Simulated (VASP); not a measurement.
A run of VASP 6.6.1 is set up as follows.

INCAR

```
PREC = Accurate ; ENCUT = 520
EDIFF = 1E-6 ; ISMEAR = 0
SIGMA = 0.02 ; LREAL = F
LASPH = T ; NELM = 100
ALGO = Normal ; ISIF = 2
LWAVE = F ; LCHARG = F
GGA = PE ; NBANDS = 11
```

The input KPOINTS:

```
regular mesh
0
Gamma
  10 10 10
```

Contents of POSCAR:

```
Hf
1.0
    0.0000000000      2.2200000000      2.2200000000
    2.2200000000      0.0000000000      2.2200000000
    2.2200000000      2.2200000000      0.0000000000
Hf
1
Direct
    0.0000000000      0.0000000000      0.0000000000
```

Potentials or basis: VASP PAW PBE potentials, release 64 (Hf_pv).

The run is started by

```console
$ cat potpaw_PBE.64/Hf_pv/POTCAR > POTCAR
$ mpirun -np 1 vasp_std > vasp.out
```

Problem. Predict the band gap on the k mesh.

Solution. Zero (band 5 reaches 6.32 eV, above the bottom of band 6 at 4.50 eV).

Problem. What does it give for the pressure?

Solution. 2.5 GPa.

Caveat: spin-orbit coupling is left out, which moves the levels of the heavy elements.
